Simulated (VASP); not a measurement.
Here is a VASP 6.6.1 calculation.

Contents of INCAR:

```
PREC = Accurate
ENCUT = 520
EDIFF = 1E-7
ISMEAR = 0
SIGMA = 0.01
LREAL = False
LASPH = True
NELM = 150
ALGO = Normal
ISIF = 2
LWAVE = False
LCHARG = False
MAGMOM = 0 0 0 0 0 0
LORBIT = 11
LSORBIT = True
GGA_COMPAT = False
LORBMOM = True
GGA = PE
NBANDS = 20
```

Contents of KPOINTS:

```
regular mesh
0
Gamma
  8 8 8
```

Contents of POSCAR:

```
BeTe
1.0
    0.0000000000      2.8286236282      2.8286236282
    2.8286236282      0.0000000000      2.8286236282
    2.8286236282      2.8286236282      0.0000000000
Be Te
1 1
Direct
    0.0000000000      0.0000000000      0.0000000000
    0.2500000000      0.2500000000      0.2500000000
```

Potentials or basis: VASP PAW PBE potentials, release 64 (Be, Te).

The run is started by

```sh
$ cat potpaw_PBE.64/Be/POTCAR potpaw_PBE.64/Te/POTCAR > POTCAR
$ mpirun -np 1 vasp_ncl > vasp.out
```

(1) Estimate the pressure.

(2) What does it give for the net moment?

## Answers

(1) 0.4 GPa.

(2) 0.00 μB per cell.
